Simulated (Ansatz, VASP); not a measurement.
# Two plane-wave programs on Mo

```
Mo
1.0
    -1.56465    1.56465    1.52554
     1.56465   -1.56465    1.52554
     1.56465    1.56465   -1.52554
Mo
1
Direct
  0.00000 0.00000 0.00000
```

Change from the starting cell: strain +0.000 along x and y, -0.025 along z, atoms carried along.

Alike in both runs: task single point; functional PBEsol; k mesh 26 × 26 × 26; occupations gaussian, width 0.15 eV; no spin polarisation.

```csv
,VASP,Ansatz
version,VASP 6.6.1,Ansatz 0.2.0
potentials or method,"VASP PAW PBE potentials, release 64 (Mo_sv), cutoff 520 eV","scalar-relativistic, plane waves, PAW"
valence electrons in the cell,14,14
```

Ansatz gave:

```
gap on the k mesh at the Fermi level (eV)                     : none
pressure (GPa)                                                : 7.7
traceless stress, the component that is largest in VASP (GPa) : 5.95
```

Question: What did VASP give for the same quantities?

Answer: gap on the k mesh at the Fermi level (eV): none; pressure (GPa): 8.3; traceless stress, the component that is largest in VASP (GPa): 5.95.

VASP's potentials were made for PBE, not for PBEsol. A gap of «none» marks a metal or a gap that the smearing closes.
